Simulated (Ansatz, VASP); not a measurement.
# Pb in VASP and in Ansatz

```
Pb
1.0
     0.00000    2.51954    2.51954
     2.51954    0.00000    2.51954
     2.51954    2.51954    0.00000
Pb
1
Direct
  0.00000 0.00000 0.00000
```

Alike in both runs: functional PBE; k mesh 14 × 14 × 14; occupations gaussian, width 0.1 eV; no spin polarisation.

Ansatz relaxed the structure, and its values are those at the end. VASP's run is a single point on that final structure, the one shown.

|  | VASP | Ansatz |
| --- | --- | --- |
| version | VASP 6.6.1 | Ansatz 0.2.0 |
| potentials or method | VASP PAW PBE potentials, release 64 (Pb_d), cutoff 520 eV | scalar-relativistic, plane waves, PAW |
| valence electrons in the cell | 14 | 14 |

|  | VASP | Ansatz | Ansatz less VASP |
| --- | --- | --- | --- |
| gap on the k mesh at the Fermi level (eV) | none | none | - |
| pressure (GPa) | 0.0 | 0.0 | +0.07 |

A gap of «none» marks a metal or a gap that the smearing closes. The functional is the same, so the differences come from potentials, cutoffs and numerics.

Spin-orbit coupling is off throughout.
